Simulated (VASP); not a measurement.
# CdH2O2 (P-3m1) in VASP: further runs

CdH2O2 is run at these levels: PBEsol; tasks: single point.

All numbers are computed with VASP 6.6.1; they aren't measurements. Logs are shortened: lines on timing, memory, paths and dates and some standing lists are left out, and cuts for length are marked.

### Step 1. The cell of the first run

Symmetry: P-3m1, No. 164, trigonal system. The conventional cell has a = 3.410 Å, b = 3.410 Å, c = 4.643 Å, α = 90.00°, β = 90.00°, γ = 120.00°. Within 3.0 Å of Cd (site symmetry -3m) lie 6 O at 2.26 Å and 6 H at 2.87 Å. H (site symmetry 3m) has 1 O at 0.97 Å within 1.3 Å. Within 1.3 Å of O (site symmetry 3m) lie 1 H at 0.97 Å.

### Step 2. Single point, PBEsol (strain -0.030 along x and y, +0.000 along z)

File INCAR:

```
SYSTEM = CdH2O2
  PREC = Accurate
  ENCUT = 700
  EDIFF = 1E-6
  ISMEAR = 0
  SIGMA = 0.05
  LREAL = .False.
  LASPH = .True.
  NELM = 120
  ALGO = Normal
  ISIF = 2
  LWAVE = .False.
  LCHARG = .False.
  GGA = PS
  NBANDS = 25
  GGA_COMPAT = .False.
```

File KPOINTS:

```
Automatic mesh
0
Gamma
  9 9 6
  0 0 0
```

File POSCAR:

```
CdH2O2
1.0
    3.4100601858      0.0000000000      0.0000000000
   -1.7050300929      2.9531987493      0.0000000000
    0.0000000000      0.0000000000      4.6429792900
Cd H O
1 2 2
Direct
    0.0000000000      0.0000000000      0.0000000000
    0.6666666667      0.3333333333      0.5509607200
    0.3333333333      0.6666666667      0.4490392800
    0.6666666667      0.3333333333      0.7593720000
    0.3333333333      0.6666666667      0.2406280000
```

Potentials or basis: VASP PAW PBE potentials, release 64 (Cd_sv_GW, H, O).

Run with:

```
$ cat potpaw_PBE.64/Cd_sv_GW/POTCAR potpaw_PBE.64/H/POTCAR potpaw_PBE.64/O/POTCAR > POTCAR
$ mpirun -np 1 vasp_std > vasp.out
```

OUTCAR:

```text
SYSTEM = CdH2O2
   PREC = Accurate
   ENCUT = 700
   EDIFF = 1E-6
   ISMEAR = 0
   LREAL = .False.
   LASPH = .True.
   NELM = 120
   ISIF = 2
   GGA = PS

 ion  position               nearest neighbor table
   1  0.000  0.000  0.000-   4 2.26   5 2.26   5 2.26   4 2.26   4 2.26   5 2.26
   2  0.667  0.333  0.551-   4 0.97
   3  0.333  0.667  0.449-   5 0.97
   4  0.667  0.333  0.759-   2 0.97   1 2.26   1 2.26   1 2.26
   5  0.333  0.667  0.241-   3 0.97   1 2.26   1 2.26   1 2.26

  LATTYP: Found a hexagonal cell.
 ALAT       =     3.4100601858
 C/A-ratio  =     1.3615534733

  Lattice vectors:

 A1 = (   3.4100601858,   0.0000000000,   0.0000000000)
 A2 = (  -1.7050300929,   2.9531987493,   0.0000000000)
 A3 = (   0.0000000000,   0.0000000000,   4.6429792900)

Analysis of symmetry for initial positions (statically):
=====================================================================
 Subroutine PRICEL returns:
 Original cell was already a primitive cell.

 Routine SETGRP: Setting up the symmetry group for a
 hexagonal supercell.

 Subroutine GETGRP returns: Found 12 space group operations
 (whereof 12 operations were pure point group operations)
 out of a pool of 24 trial point group operations.

The static configuration has the point symmetry D_3d.

Analysis of symmetry for dynamics (positions and initial velocities):
=====================================================================
 Subroutine PRICEL returns:
 Original cell was already a primitive cell.

 Routine SETGRP: Setting up the symmetry group for a
 hexagonal supercell.

 Subroutine GETGRP returns: Found 12 space group operations
 (whereof 12 operations were pure point group operations)
 out of a pool of 24 trial point group operations.

The dynamic configuration has the point symmetry D_3d.

 Subroutine INISYM returns: Found 12 space group operations
 (whereof 12 operations are pure point group operations),
 and found     1 'primitive' translations

----------------------------------------------------------------------------------------

                                     Primitive cell

  volume of cell :      46.7575

  direct lattice vectors                    reciprocal lattice vectors
     3.410060186  0.000000000  0.000000000     0.293249956  0.169307941  0.000000000
    -1.705030093  2.953198749  0.000000000     0.000000000  0.338615882  0.000000000
     0.000000000  0.000000000  4.642979290     0.000000000  0.000000000  0.215378949

  length of vectors
     3.410060186  3.410060186  4.642979290     0.338615882  0.338615882  0.215378949

  position of ions in fractional coordinates (direct lattice)
     0.000000000  0.000000000  0.000000000
     0.666666667  0.333333333  0.550960720
     0.333333333  0.666666667  0.449039280
     0.666666667  0.333333333  0.759372000
     0.333333333  0.666666667  0.240628000

  ion indices of the primitive-cell ions
   primitive index   ion index
                 1           1
                 2           2
                 3           3
                 4           4
                 5           5

----------------------------------------------------------------------------------------

 KPOINTS: Automatic mesh

Automatic generation of k-mesh.
 Grid dimensions read from file:
 generate k-points for:    9    9    6

 Generating k-lattice:

  Cartesian coordinates                     Fractional coordinates (reciprocal lattice)
     0.032583328  0.018811993  0.000000000     0.111111111  0.000000000  0.000000000
     0.000000000  0.037623987  0.000000000     0.000000000  0.111111111  0.000000000
     0.000000000  0.000000000  0.035896492     0.000000000  0.000000000  0.166666667

  Length of vectors
     0.037623987  0.037623987  0.035896492

  Shift w.r.t. Gamma in fractional coordinates (k-lattice)
     0.000000000  0.000000000  0.000000000

 Subroutine IBZKPT returns following result:
 ===========================================

 Found     62 irreducible k-points:

 Following reciprocal coordinates:
            Coordinates               Weight
  0.000000  0.000000  0.000000      1.000000
  0.111111  0.000000  0.000000      6.000000
  0.222222  0.000000  0.000000      6.000000
  0.333333 -0.000000  0.000000      6.000000
  0.444444  0.000000  0.000000      6.000000
  0.111111  0.111111  0.000000      6.000000
[... 16 lines left out ...]
  0.222222  0.111111  0.166667     12.000000
 -0.111111  0.333333  0.166667     12.000000
 [... further k-points ...]
   k-points           NKPTS =     62   k-points in BZ     NKDIM =     62   number of bands    NBANDS=     25
   number of dos      NEDOS =    301   number of ions     NIONS =      5
   total plane-waves  NPLWV =  36000
   dimension x,y,z NGX =    30 NGY =   30 NGZ =   40
   dimension x,y,z NGXF=    60 NGYF=   60 NGZF=   80
   ions per type =               1   2   2
   NGX,Y,Z   is equivalent  to a cutoff of  14.63, 14.63, 14.32 a.u.
   NGXF,Y,Z  is equivalent  to a cutoff of  29.25, 29.25, 28.64 a.u.
 SYSTEM =  CdH2O2
   PREC   = accura    normal or accurate (medium, high low for compatibility)
   ISTART =      0    job   : 0-new  1-cont  2-samecut
   ICHARG =      2    charge: 1-file 2-atom 10-const
   ISPIN  =      1    spin polarized calculation?
   LNONCOLLINEAR =      F non collinear calculations
   LSORBIT =      F    spin-orbit coupling
   LASPH  =      T    aspherical Exc in radial PAW
   ENCUT  =  700.0 eV  51.45 Ry    7.17 a.u.   7.36  7.36 10.02*2*pi/ulx,y,z
   NELM   =    120;   NELMIN=  2; NELMDL= -5     # of ELM steps
   EDIFF  = 0.1E-05   stopping-criterion for ELM
   LREAL  =      F    real-space projection
   EDIFFG = 0.1E-04   stopping-criterion for IOM
   NSW    =      0    number of steps for IOM
   IBRION =     -1    ionic relax: 0-MD 1-quasi-New 2-CG
   NFREE  =      0    steps in history (QN), initial steepest desc. (CG)
   ISIF   =      2    stress and relaxation
   ISYM   =      2    0-nonsym 1-usesym 2-fastsym
   POTIM  = 0.5000    time-step for ionic-motion
   TEBEG  =    0.0;   TEEND  =   0.0 temperature during run
   PSTRESS=    0.0 pullay stress
   NELECT =      34.0000    total number of electrons
   NUPDOWN=      -1.0000    fix difference up-down
   EMIN   =  10.00;   EMAX   =-10.00  energy-range for DOS
   EFERMI =   0.00;   METHOD = LEGACY
   ISMEAR =     0;   SIGMA  =   0.05  broadening in eV -4-tet -1-fermi 0-gaus
   EFERMI_NEDOS =   21; number of points for ismear=-14 and -15
   IALGO  =     38    algorithm
   IMIX   =      4    mixing-type and parameters
     AMIX     =   0.40;   BMIX     =  1.00
     AMIX_MAG =   1.60;   BMIX_MAG =  1.00
  volume/ion in A,a.u.               =       9.35        63.11
  Fermi-wavevector in a.u.,A,eV,Ry     =   1.472145  2.781951 29.486703  2.167211
  Thomas-Fermi vector in A             =   2.587195
   LORBIT       =      0    0 simple, 1 ext, 2 COOP (PROOUT), +10 PAW based schemes
   GGA     = PS    functional components
   LHFCALC =     F    Hartree Fock is set to
   AEXX    =    0.0000 exact exchange contribution
   IVDW    =     0    specifies the selected vdW correction
   LEPSILON=     F    determine dielectric tensor
   LRPA    =     F    only Hartree local field effects (RPA)
 non-spin polarized calculation
 Gauss-broadening in eV      SIGMA  =   0.05
  energy-cutoff  :      700.00
  volume of cell :       46.76
 maximum number of plane-waves:      1994
 NGX is ok and might be reduce to    30
   NGX = 15   NGY = 15   NGZ = 21

 number of electron      34.0000007 magnetization

 Free energy of the ion-electron system (eV)
  ---------------------------------------------------
  ext. energy  EPLUGINS =         0.00000000
  ---------------------------------------------------
  free energy    TOTEN  =       -23.56097463 eV

  energy without entropy =      -23.56097463  energy(sigma->0) =      -23.56097463

 E-fermi :   2.4173     XC(G=0): -10.6560

 val. band max:        2.0060288019   @ k =   0.4444   0.0000   0.0000
 cond. band min:       3.7642406208   @ k =   0.0000   0.0000   0.0000
 fundamental gap:      1.7582118189
 Fermi energy:         2.4173064972

 k-point     1 :       0.0000    0.0000    0.0000
  band No.  band energies     occupation
      1     -97.5174      2.00000
      2     -58.6672      2.00000
      3     -58.6297      2.00000
      4     -58.6297      2.00000
      5     -16.8546      2.00000
      6     -15.7021      2.00000
[... 17 lines left out ...]
     24      17.1876      0.00000
     25      19.6508      0.00000

 k-point     2 :       0.1111    0.0000    0.0000
  band No.  band energies     occupation
      1     -97.5174      2.00000
      2     -58.6671      2.00000
      3     -58.6308      2.00000
      4     -58.6299      2.00000
      5     -16.7976      2.00000
      6     -15.7226      2.00000
[... 17 lines left out ...]
     24      17.7503      0.00000
     25      19.1862      0.00000

 k-point     3 :       0.2222    0.0000    0.0000
  band No.  band energies     occupation
      1     -97.5172      2.00000
      2     -58.6667      2.00000
      3     -58.6336      2.00000
      4     -58.6307      2.00000
      5     -16.6435      2.00000
      6     -15.7812      2.00000
[... 17 lines left out ...]
     24      16.5641      0.00000
     25      17.8626      0.00000

 k-point     4 :       0.3333   -0.0000    0.0000
  band No.  band energies     occupation
      1     -97.5171      2.00000
      2     -58.6664      2.00000
      3     -58.6368      2.00000
      4     -58.6315      2.00000
      5     -16.4386      2.00000
      6     -15.8715      2.00000
[... 17 lines left out ...]
     24      16.1477      0.00000
     25      17.1985      0.00000
[... 477 lines left out ...]
 k-point    22 :       0.1111    0.1111    0.1667
  band No.  band energies     occupation
      1     -97.5173      2.00000
      2     -58.6668      2.00000
      3     -58.6327      2.00000
      4     -58.6306      2.00000
      5     -16.6409      2.00000
      6     -15.8221      2.00000
[... 17 lines left out ...]
     24      17.0315      0.00000
     25      18.5615      0.00000

 k-point    23 :       0.2222    0.1111    0.1667
  band No.  band energies     occupation
      1     -97.5171      2.00000
      2     -58.6665      2.00000
      3     -58.6355      2.00000
      4     -58.6316      2.00000
      5     -16.4687      2.00000
      6     -15.8830      2.00000
[... 17 lines left out ...]
     24      15.6432      0.00000
     25      17.9071      0.00000

 k-point    24 :      -0.1111    0.3333    0.1667
  band No.  band energies     occupation
      1     -97.5171      2.00000
      2     -58.6665      2.00000
      3     -58.6355      2.00000
      4     -58.6316      2.00000
      5     -16.4851      2.00000
      6     -15.8619      2.00000
[... 17 lines left out ...]
     24      16.1747      0.00000
     25      17.7529      0.00000

 [... further k-points ...]

------------------------ aborting loop because EDIFF is reached ----------------------------------------

  FORCE on cell =-STRESS in cart. coord.  units (eV):
  Direction    XX          YY          ZZ          XY          YZ          ZX
  --------------------------------------------------------------------------------------
  -------------------------------------------------------------------------------------
  Total        1.6853584      1.6853584      1.6756095      0.0000000      0.0000000      0.0000000
  in kB       57.7499191     57.7499191     57.4158669      0.0000000      0.0000000      0.0000000
  external PRESSURE =      57.6385684 kB  Pullay stress =       0.0000000 kB

 VOLUME and BASIS-vectors are now :
 -----------------------------------------------------------------------------
  energy-cutoff  :      700.00
  volume of cell :       46.76
      direct lattice vectors                 reciprocal lattice vectors
     3.410060186  0.000000000  0.000000000     0.293249956  0.169307941  0.000000000
    -1.705030093  2.953198749  0.000000000     0.000000000  0.338615882  0.000000000
     0.000000000  0.000000000  4.642979290     0.000000000  0.000000000  0.215378949

 POSITION                                       TOTAL-FORCE (eV/Angst)
 -----------------------------------------------------------------------------------
      0.00000      0.00000      0.00000        -0.000000      0.000000      0.000000
      1.70503      0.98440      2.55810        -0.000000      0.000000     -0.607168
     -0.00000      1.96880      2.08488         0.000000     -0.000000      0.607168
      1.70503      0.98440      3.52575        -0.000000     -0.000000      0.331554
     -0.00000      1.96880      1.11723        -0.000000      0.000000     -0.331554
 -----------------------------------------------------------------------------------
    total drift:                                0.000000     -0.000000     -0.000000

  FREE ENERGIE OF THE ION-ELECTRON SYSTEM (eV)
  ---------------------------------------------------
  free  energy   TOTEN  =       -23.5609746296 eV

  energy  without entropy=      -23.5609746296  energy(sigma->0) =      -23.56097463
```

It took 58 s on 1 thread of Intel Xeon 6975P-C (Granite Rapids), shared host; peak memory 0.28 GiB.

What came out:

- Free energy: -23.5610 eV
- Pressure: 5.8 GPa
- Largest force: 0.607 eV/Å
- Band gap on the k mesh: 1.76 eV (least direct gap 2.06 eV)

Forces on the atoms (eV/Å):
```
Cd   0.000  0.000  0.000
H    0.000  0.000 -0.607
H    0.000  0.000  0.607
O    0.000  0.000  0.332
O    0.000  0.000 -0.332
```

Caveat: the cell differs from its parent crystal (strain -0.030 along x and y, +0.000 along z); the cell stands under pressure; the PAW data sets were made with another functional, which shifts forces and pressure a little.

(Part 1 of 3 ends here.)
